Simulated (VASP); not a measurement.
# Mn2SbN3 (R-3m) in VASP: further runs

The runs below take Mn2SbN3 through single point, with PBE.

Program: VASP 6.6.1. These are calculated values, not measurements. Logs are shortened: lines on timing, memory, paths and dates and some standing lists are left out, and cuts for length are marked.

## (1) The cell of the first run

Symmetry: R-3m, No. 166, trigonal system. The conventional cell has a = 5.654 Å, b = 5.654 Å, c = 9.242 Å, α = 90.00°, β = 90.00°, γ = 120.00°. Within 2.3 Å of Mn (site symmetry 3m) lie 3 N at 1.71 Å. Within 3.5 Å of Sb (site symmetry -3m) lie 8 Mn at 2.58 to 3.30 Å and 12 N at 2.83 to 3.49 Å. Within 2.3 Å of N (site symmetry 2/m) lie 2 Mn at 1.71 Å.

The cell was built from a structure type or drawn by symmetry, and may not be a known phase.

## (2) Single point, PBE

Contents of INCAR:

```
SYSTEM = Mn2SbN3
PREC = Accurate ; ENCUT = 600
EDIFF = 1E-6 ; ISMEAR = 0
SIGMA = 0.1 ; LREAL = .FALSE.
LASPH = .TRUE. ; NELM = 120
ALGO = Normal ; ISIF = 2
LWAVE = .FALSE. ; LCHARG = .FALSE.
GGA = PE ; NBANDS = 39
GGA_COMPAT = .FALSE.
```

Contents of KPOINTS:

```
Automatic mesh
0
G
  6 6 6
  0 0 0
```

Contents of POSCAR:

```
Mn2SbN3
1.0
    2.8267862883      1.6320458245      3.0806628632
   -2.8267862883      1.6320458245      3.0806628632
    0.0000000000     -3.2640916490      3.0806628631
Mn Sb N
2 1 3
Direct
    0.7791234620      0.7791234620      0.7791234620
    0.2208765380      0.2208765380      0.2208765380
    0.5000000000      0.5000000000      0.5000000000
    0.0000000000      0.0000000000      0.5000000000
    0.5000000000      0.0000000000      0.0000000000
    0.0000000000      0.5000000000      0.0000000000
```

Potentials or basis: VASP PAW PBE potentials, release 64 (Mn_sv, Sb_d_GW, N).

On the command line:

```sh
$ cat potpaw_PBE.64/Mn_sv/POTCAR potpaw_PBE.64/Sb_d_GW/POTCAR potpaw_PBE.64/N/POTCAR > POTCAR
$ mpirun -np 1 vasp_std > vasp.out
```

OUTCAR:

```text
SYSTEM = Mn2SbN3
   PREC = Accurate
   ENCUT = 600
   EDIFF = 1E-6
   ISMEAR = 0
   LREAL = .FALSE.
   LASPH = .TRUE.
   NELM = 120
   ISIF = 2
   GGA = PE

 ion  position               nearest neighbor table
   1  0.779  0.779  0.779-   5 1.71   6 1.71   4 1.71   3 2.58
   2  0.221  0.221  0.221-   5 1.71   6 1.71   4 1.71   3 2.58
   3  0.500  0.500  0.500-   1 2.58   2 2.58
   4  0.000  0.000  0.500-   1 1.71   2 1.71
   5  0.500  0.000  0.000-   1 1.71   2 1.71
   6  0.000  0.500  0.000-   1 1.71   2 1.71

  LATTYP: Found a trigonal (rhomboedric) cell.
 ALAT       =     4.4882934362
 COS(alpha) =     0.2066707579

  Lattice vectors:

 A1 = (   2.8267862883,   1.6320458245,   3.0806628632)
 A2 = (  -2.8267862883,   1.6320458245,   3.0806628632)
 A3 = (   0.0000000000,  -3.2640916490,   3.0806628631)

Analysis of symmetry for initial positions (statically):
=====================================================================
 Subroutine PRICEL returns:
 Original cell was already a primitive cell.

 Routine SETGRP: Setting up the symmetry group for a
 trigonal (rhombohedral) supercell.

 Subroutine GETGRP returns: Found 12 space group operations
 (whereof 12 operations were pure point group operations)
 out of a pool of 12 trial point group operations.

The static configuration has the point symmetry D_3d.

Analysis of symmetry for dynamics (positions and initial velocities):
=====================================================================
 Subroutine PRICEL returns:
 Original cell was already a primitive cell.

 Routine SETGRP: Setting up the symmetry group for a
 trigonal (rhombohedral) supercell.

 Subroutine GETGRP returns: Found 12 space group operations
 (whereof 12 operations were pure point group operations)
 out of a pool of 12 trial point group operations.

The dynamic configuration has the point symmetry D_3d.

 Subroutine INISYM returns: Found 12 space group operations
 (whereof 12 operations are pure point group operations),
 and found     1 'primitive' translations

----------------------------------------------------------------------------------------

                                     Primitive cell

  volume of cell :      85.2748

  direct lattice vectors                    reciprocal lattice vectors
     2.826786288  1.632045825  3.080662863     0.176879307  0.102121316  0.108201822
    -2.826786288  1.632045825  3.080662863    -0.176879307  0.102121316  0.108201822
     0.000000000 -3.264091649  3.080662863     0.000000000 -0.204242631  0.108201822

  length of vectors
     4.488293436  4.488293436  4.488293436     0.231133482  0.231133482  0.231133482

  position of ions in fractional coordinates (direct lattice)
     0.779123462  0.779123462  0.779123462
     0.220876538  0.220876538  0.220876538
     0.500000000  0.500000000  0.500000000
     1.000000000  1.000000000  0.500000000
     0.500000000  0.000000000  0.000000000
     0.000000000  0.500000000  0.000000000

  ion indices of the primitive-cell ions
   primitive index   ion index
                 1           1
                 2           2
                 3           3
                 4           4
                 5           5
                 6           6

----------------------------------------------------------------------------------------

 KPOINTS: Automatic mesh

Automatic generation of k-mesh.
 Grid dimensions read from file:
 generate k-points for:    6    6    6

 Generating k-lattice:

  Cartesian coordinates                     Fractional coordinates (reciprocal lattice)
     0.029479885  0.017020219  0.018033637     0.166666667 -0.000000000 -0.000000000
    -0.029479885  0.017020219  0.018033637    -0.000000000  0.166666667 -0.000000000
     0.000000000 -0.034040439  0.018033637     0.000000000  0.000000000  0.166666667

  Length of vectors
     0.038522247  0.038522247  0.038522247

  Shift w.r.t. Gamma in fractional coordinates (k-lattice)
     0.000000000  0.000000000  0.000000000

 Subroutine IBZKPT returns following result:
 ===========================================

 Found     32 irreducible k-points:

 Following reciprocal coordinates:
            Coordinates               Weight
  0.000000  0.000000  0.000000      1.000000
  0.166667  0.000000 -0.000000      6.000000
  0.333333  0.000000 -0.000000      6.000000
  0.500000  0.000000 -0.000000      3.000000
  0.166667  0.166667 -0.000000      6.000000
  0.333333  0.166667 -0.000000     12.000000
[... 16 lines left out ...]
  0.500000  0.500000  0.166667      6.000000
 -0.333333  0.500000  0.166667     12.000000
 [... further k-points ...]
   k-points           NKPTS =     32   k-points in BZ     NKDIM =     32   number of bands    NBANDS=     39
   number of dos      NEDOS =    301   number of ions     NIONS =      6
   total plane-waves  NPLWV =  46656
   dimension x,y,z NGX =    36 NGY =   36 NGZ =   36
   dimension x,y,z NGXF=    72 NGYF=   72 NGZF=   72
   ions per type =               2   1   3
   NGX,Y,Z   is equivalent  to a cutoff of  13.33, 13.33, 13.33 a.u.
   NGXF,Y,Z  is equivalent  to a cutoff of  26.67, 26.67, 26.67 a.u.
 SYSTEM =  Mn2SbN3
   PREC   = accura    normal or accurate (medium, high low for compatibility)
   ISTART =      0    job   : 0-new  1-cont  2-samecut
   ICHARG =      2    charge: 1-file 2-atom 10-const
   ISPIN  =      1    spin polarized calculation?
   LNONCOLLINEAR =      F non collinear calculations
   LSORBIT =      F    spin-orbit coupling
   LASPH  =      T    aspherical Exc in radial PAW
   ENCUT  =  600.0 eV  44.10 Ry    6.64 a.u.   8.96  8.96  8.96*2*pi/ulx,y,z
   NELM   =    120;   NELMIN=  2; NELMDL= -5     # of ELM steps
   EDIFF  = 0.1E-05   stopping-criterion for ELM
   LREAL  =      F    real-space projection
   EDIFFG = 0.1E-04   stopping-criterion for IOM
   NSW    =      0    number of steps for IOM
   IBRION =     -1    ionic relax: 0-MD 1-quasi-New 2-CG
   NFREE  =      0    steps in history (QN), initial steepest desc. (CG)
   ISIF   =      2    stress and relaxation
   ISYM   =      2    0-nonsym 1-usesym 2-fastsym
   POTIM  = 0.5000    time-step for ionic-motion
   TEBEG  =    0.0;   TEEND  =   0.0 temperature during run
   PSTRESS=    0.0 pullay stress
   NELECT =      60.0000    total number of electrons
   NUPDOWN=      -1.0000    fix difference up-down
   EMIN   =  10.00;   EMAX   =-10.00  energy-range for DOS
   EFERMI =   0.00;   METHOD = LEGACY
   ISMEAR =     0;   SIGMA  =   0.10  broadening in eV -4-tet -1-fermi 0-gaus
   EFERMI_NEDOS =   21; number of points for ismear=-14 and -15
   IALGO  =     38    algorithm
   IMIX   =      4    mixing-type and parameters
     AMIX     =   0.40;   BMIX     =  1.00
     AMIX_MAG =   1.60;   BMIX_MAG =  1.00
  volume/ion in A,a.u.               =      14.21        95.91
  Fermi-wavevector in a.u.,A,eV,Ry     =   1.456079  2.751591 28.846618  2.120167
  Thomas-Fermi vector in A             =   2.573039
   LORBIT       =      0    0 simple, 1 ext, 2 COOP (PROOUT), +10 PAW based schemes
   GGA     = PE    functional components
   LHFCALC =     F    Hartree Fock is set to
   AEXX    =    0.0000 exact exchange contribution
   IVDW    =     0    specifies the selected vdW correction
   LEPSILON=     F    determine dielectric tensor
   LRPA    =     F    only Hartree local field effects (RPA)
 non-spin polarized calculation
 Gauss-broadening in eV      SIGMA  =   0.10
  energy-cutoff  :      600.00
  volume of cell :       85.27
 maximum number of plane-waves:      2868
   NGX = 17   NGY = 17   NGZ = 17

 number of electron      60.0000021 magnetization

 Free energy of the ion-electron system (eV)
  ---------------------------------------------------
  ext. energy  EPLUGINS =         0.00000000
  ---------------------------------------------------
  free energy    TOTEN  =       -45.95862341 eV

  energy without entropy =      -45.93594974  energy(sigma->0) =      -45.94728658

 E-fermi :   6.1403     XC(G=0): -10.8634

 val. band max:        6.1238593411   @ k =   0.5000   0.5000  -0.0000
 cond. band min:       6.1463565923   @ k =   0.1667   0.1667  -0.0000
 fundamental gap:      0.0224972512
 Fermi energy:         6.1402552990

 k-point     1 :       0.0000    0.0000    0.0000
  band No.  band energies     occupation
      1     -73.6615      2.00000
      2     -73.6599      2.00000
      3     -42.6871      2.00000
      4     -42.6871      2.00000
      5     -42.6753      2.00000
      6     -42.6753      2.00000
[... 31 lines left out ...]
     38      11.2036      0.00000
     39      11.2063      0.00000

 k-point     2 :       0.1667    0.0000   -0.0000
  band No.  band energies     occupation
      1     -73.6614      2.00000
      2     -73.6599      2.00000
      3     -42.6869      2.00000
      4     -42.6863      2.00000
      5     -42.6757      2.00000
      6     -42.6750      2.00000
[... 31 lines left out ...]
     38      10.7495      0.00000
     39      10.8139      0.00000

 k-point     3 :       0.3333    0.0000   -0.0000
  band No.  band energies     occupation
      1     -73.6611      2.00000
      2     -73.6602      2.00000
      3     -42.6869      2.00000
      4     -42.6847      2.00000
      5     -42.6772      2.00000
      6     -42.6749      2.00000
[... 31 lines left out ...]
     38       9.8456      0.00000
     39       9.9626      0.00000

 k-point     4 :       0.5000    0.0000   -0.0000
  band No.  band energies     occupation
      1     -73.6609      2.00000
      2     -73.6604      2.00000
      3     -42.6868      2.00000
      4     -42.6839      2.00000
      5     -42.6783      2.00000
      6     -42.6748      2.00000
[... 31 lines left out ...]
     38       8.9145      0.00000
     39       9.1884      0.00000
[... 754 lines left out ...]
     38       9.5196      0.00000
     39      10.0095      0.00000

 k-point    23 :       0.5000    0.5000    0.1667
  band No.  band energies     occupation
      1     -73.6611      2.00000
      2     -73.6602      2.00000
      3     -42.6878      2.00000
      4     -42.6848      2.00000
      5     -42.6775      2.00000
      6     -42.6746      2.00000
[... 31 lines left out ...]
     38       9.5981      0.00000
     39      10.0588      0.00000

 k-point    24 :      -0.3333    0.5000    0.1667
  band No.  band energies     occupation
      1     -73.6609      2.00000
      2     -73.6604      2.00000
      3     -42.6881      2.00000
      4     -42.6838      2.00000
      5     -42.6784      2.00000
      6     -42.6742      2.00000
[... 31 lines left out ...]
     38       9.4316      0.00000
     39       9.7524      0.00000

 [... further k-points ...]

------------------------ aborting loop because EDIFF is reached ----------------------------------------

  FORCE on cell =-STRESS in cart. coord.  units (eV):
  Direction    XX          YY          ZZ          XY          YZ          ZX
  --------------------------------------------------------------------------------------
  -------------------------------------------------------------------------------------
  Total       -0.5347536     -0.5347536     -0.5268113      0.0000000     -0.0000000      0.0000000
  in kB      -10.0471650    -10.0471650     -9.8979415      0.0000000     -0.0000000      0.0000000
  external PRESSURE =      -9.9974239 kB  Pullay stress =       0.0000000 kB

 VOLUME and BASIS-vectors are now :
 -----------------------------------------------------------------------------
  energy-cutoff  :      600.00
  volume of cell :       85.27
      direct lattice vectors                 reciprocal lattice vectors
     2.826786288  1.632045825  3.080662863     0.176879307  0.102121316  0.108201822
    -2.826786288  1.632045825  3.080662863    -0.176879307  0.102121316  0.108201822
     0.000000000 -3.264091649  3.080662863     0.000000000 -0.204242631  0.108201822

 POSITION                                       TOTAL-FORCE (eV/Angst)
 -----------------------------------------------------------------------------------
      0.00000      0.00000      7.20065         0.000000      0.000000     -0.003110
      0.00000      0.00000      2.04134         0.000000     -0.000000      0.003110
      0.00000      0.00000      4.62099         0.000000     -0.000000      0.000000
      0.00000     -1.63205      1.54033         0.000000     -0.000000      0.000000
      1.41339      0.81602      1.54033        -0.000000     -0.000000      0.000000
     -1.41339      0.81602      1.54033        -0.000000     -0.000000      0.000000
 -----------------------------------------------------------------------------------
    total drift:                               -0.000000      0.000000     -0.000000

  FREE ENERGIE OF THE ION-ELECTRON SYSTEM (eV)
  ---------------------------------------------------
  free  energy   TOTEN  =       -45.9586234075 eV

  energy  without entropy=      -45.9359497434  energy(sigma->0) =      -45.94728658
```

Run time: 80 s. Hardware: 1 thread of Intel Xeon 6975P-C (Granite Rapids), shared host; peak memory 0.3 GiB.

What came out:

| Item | Value |
| --- | --- |
| Free energy | -45.9586 eV |
| Pressure | -1.0 GPa |
| Largest force | 0.003 eV/Å |
| Band gap on the k mesh | zero (bands 30 and 31 overlap by 1.22 eV) |

Forces in eV/Å, atoms in the order of the input:
```
Mn   0.000  0.000 -0.003
Mn   0.000  0.000  0.003
Sb   0.000  0.000  0.000
N    0.000  0.000  0.000
N    0.000  0.000  0.000
N    0.000  0.000  0.000
```

Caveat: spin-orbit coupling is left out, which moves the levels of the heavy elements; the run has no spin polarisation, though such a crystal can be magnetic.

## (3) Single point, PBE, collinear spin, ferromagnetic start

Contents of INCAR:

```
SYSTEM = Mn2SbN3
PREC = Accurate ; ENCUT = 600
EDIFF = 1E-6 ; ISMEAR = 0
SIGMA = 0.15 ; LREAL = .FALSE.
LASPH = .TRUE. ; NELM = 200
ALGO = Normal ; ISIF = 2
LWAVE = .FALSE. ; LCHARG = .FALSE.
ISPIN = 2 ; MAGMOM = 4 4 0 0 0 0
LORBIT = 11 ; LMAXMIX = 4
GGA = PE ; NBANDS = 43
GGA_COMPAT = .FALSE.
```

Contents of KPOINTS:

```
Automatic mesh
0
G
  3 3 3
  0 0 0
```

Contents of POSCAR:

```
Mn2SbN3
1.0
    2.8172080557      1.6265158293      3.1038863995
   -2.8172080557      1.6265158293      3.1038863995
    0.0000000000     -3.2530316587      3.1038863995
Mn Sb N
2 1 3
Direct
    0.7788137012      0.7788137012      0.7788137012
    0.2211862988      0.2211862988      0.2211862988
    0.5000000000      0.5000000000      0.5000000000
    0.0000000000      0.0000000000      0.5000000000
    0.5000000000      0.0000000000      0.0000000000
    0.0000000000      0.5000000000      0.0000000000
```

Potentials or basis: VASP PAW PBE potentials, release 64 (Mn_sv, Sb_d_GW, N).

On the command line:

```sh
$ cat potpaw_PBE.64/Mn_sv/POTCAR potpaw_PBE.64/Sb_d_GW/POTCAR potpaw_PBE.64/N/POTCAR > POTCAR
$ mpirun -np 1 vasp_std > vasp.out
```

Wall time 2.8 min (1 thread of AMD EPYC 7R43 (Zen 3), shared host); peak memory 0.24 GiB.

It converged, with:

| Property | Result |
| --- | --- |
| Free energy | -46.0668 eV |
| Pressure | -0.6 GPa |
| Largest force | 0.009 eV/Å |
| Band gap on the k mesh | zero (filled and empty bands overlap) |
| Net moment | 0.00 μB per cell |
| Valence electrons inside the program's atomic spheres | Mn 13.19; Sb 12.58; N 3.67 |

Forces in eV/Å, atoms in the order of the input:
```
Mn   0.000  0.000  0.009
Mn   0.000  0.000 -0.009
Sb   0.000  0.000  0.000
N    0.000  0.000  0.000
N    0.000  0.000  0.000
N    0.000  0.000  0.000
```

Stress tensor (GPa, compression positive):
```
-0.40  0.00  0.00
 0.00 -0.40  0.00
 0.00  0.00 -1.11
```

Levels at points of the mesh, in eV from the Fermi level:
Spin up:
| k point | band 27 | band 28 | band 29 | band 30 | band 31 | band 32 | band 33 | band 34 |
| --- | --- | --- | --- | --- | --- | --- | --- | --- |
| (0.00, 0.00, 0.00) | -1.56 | -1.30 | -1.30 | -1.03 | -1.03 | -0.75 | 1.70 | 1.70 |
Spin down:
| k point | band 27 | band 28 | band 29 | band 30 | band 31 | band 32 | band 33 | band 34 |
| --- | --- | --- | --- | --- | --- | --- | --- | --- |
| (0.00, 0.00, 0.00) | -1.56 | -1.30 | -1.30 | -1.03 | -1.03 | -0.75 | 1.70 | 1.70 |

Caveat: the k points lie up to 0.48 Å⁻¹ apart, too coarse for converged energies and pressures of a metal; spin-orbit coupling is left out, which moves the levels of the heavy elements. With open d or f shells a metallic result of PBE can be an artefact of self-interaction; +U or a hybrid may open a gap.
